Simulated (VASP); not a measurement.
Write the native input for VASP 6.6.1 that does the following.

```
Task                   : single point
Functional             : r2SCAN
Potentials or basis    : VASP PAW PBE potentials, release 64 (K_sv, Cl)
Cutoff                 : 520 eV
k mesh                 : 8 × 8 × 8
Occupations            : gaussian, width 0.01 eV
Spin                   : no spin polarisation
Dipole correction      : no
Further INCAR settings : ALGO = Normal; EDIFF = 1e-06; NBANDS = 15
```

Crystal: KCl.

```
K Cl
1.0
     0.00000    3.30995    3.10462
     3.30995    0.00000    3.10462
     3.30995    3.30995    0.00000
K Cl
1 1
Direct
  0.00000 0.00000 0.00000
  0.50000 0.50000 0.50000
```

This cell differs from its parent crystal: epitaxial xy strain +5.2%.

The input as run:

POSCAR

```
KCl
1.0
    0.0000000000      3.3099528590      3.1046155534
    3.3099528590      0.0000000000      3.1046155534
    3.3099528590      3.3099528590      0.0000000000
K Cl
1 1
Direct
    0.0000000000      0.0000000000      0.0000000000
    0.5000000000      0.5000000000      0.5000000000
```

INCAR.step1

```
ALGO = Normal
EDIFF = 1E-4
ENCUT = 520
GGA = PE
ISMEAR = 0
LASPH = True
LCHARG = False
LREAL = False
LWAVE = True
NBANDS = 15
NELM = 60
PREC = Accurate
SIGMA = 0.01
```

INCAR.step2

```
ALGO = Normal
EDIFF = 1E-6
ENCUT = 520
ISIF = 2
ISMEAR = 0
ISTART = 1
LASPH = True
LCHARG = False
LMIXTAU = True
LREAL = False
LWAVE = False
METAGGA = R2SCAN
NBANDS = 15
NELM = 60
PREC = Accurate
SIGMA = 0.01
```

KPOINTS

```
k-points
0
Gamma
  8 8 8
```

Potentials or basis: VASP PAW PBE potentials, release 64 (K_sv, Cl).

Run with:

```bash
$ cat potpaw_PBE.64/K_sv/POTCAR potpaw_PBE.64/Cl/POTCAR > POTCAR
$ cp INCAR.step1 INCAR
$ mpirun -np 1 vasp_std > vasp.out
$ cp INCAR.step2 INCAR
$ mpirun -np 1 vasp_std > vasp.out
```

Results of the run:

```yaml
Pressure: -1.2 GPa
Band_gap_on_the_k_mesh: 5.50 eV, direct
```

Caveat: the cell differs from its parent crystal (epitaxial xy strain +5.2%); the PAW data sets were made with another functional, which shifts forces and pressure a little.

Run time: 3.1 min on 1 thread of AMD EPYC 9R45 96-Core Processor (Zen 5), with other jobs on the host, peak memory 0.21 GiB.
